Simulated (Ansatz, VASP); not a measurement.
**K: VASP beside Ansatz**

Contents of INCAR:

```
SYSTEM = K
PREC = Accurate ; ENCUT = 520
EDIFF = 1E-6 ; ISMEAR = -1
SIGMA = 0.08 ; LREAL = .FALSE.
LASPH = .TRUE. ; NELM = 80
ALGO = Normal ; ISIF = 2
LWAVE = .FALSE. ; LCHARG = .FALSE.
GGA = PE ; NBANDS = 10
```

File KPOINTS:

```
regular mesh
0
G
  10 10 10
  0 0 0
```

POSCAR

```
K
1.0
    3.9090087601      0.0000000000      0.0000000000
    0.0000000000      3.9090087601      0.0000000000
    0.0000000000      0.0000000000      3.9090087601
K
1
Direct
    0.0000000000      0.0000000000      0.0000000000
```

Input for Ansatz:

```yaml
crystal:
  lattice:
    - [3.9090087601, 0.0, 0.0]
    - [0.0, 3.9090087601, 0.0]
    - [0.0, 0.0, 3.9090087601]
  atoms:
    - { symbol: K, position: [0.0, 0.0, 0.0] }
kpoints:
  mp_grid: { grid: [10, 10, 10] }
scf:
  occupations: { method: fermi_dirac, width: 0.08 }
hamiltonian:
  xc: pbe
  pseudopotentials: { kind: all_electron, lapw: { basis_error: 0.001 } }
output:
  forces: true
  stress: true
  eigenvalues: true
  populations: true
```

Change from the starting cell: volume scaled by 0.75, LAPW.

Alike in both runs: task single point; functional PBE; k mesh 10 × 10 × 10; occupations fermi-dirac, width 0.08 eV; no spin polarisation.

|  | VASP | Ansatz |
| --- | --- | --- |
| version | VASP 6.6.1 | Ansatz 0.2.0 |
| potentials or method | VASP PAW PBE potentials, release 64 (K_sv), cutoff 520 eV | all-electron LAPW, scalar-relativistic |

```csv
,VASP,Ansatz,Ansatz less VASP
pressure (GPa),1.3,1.3,+0.01
```

Ansatz ran all-electron here, and VASP with PAW potentials.
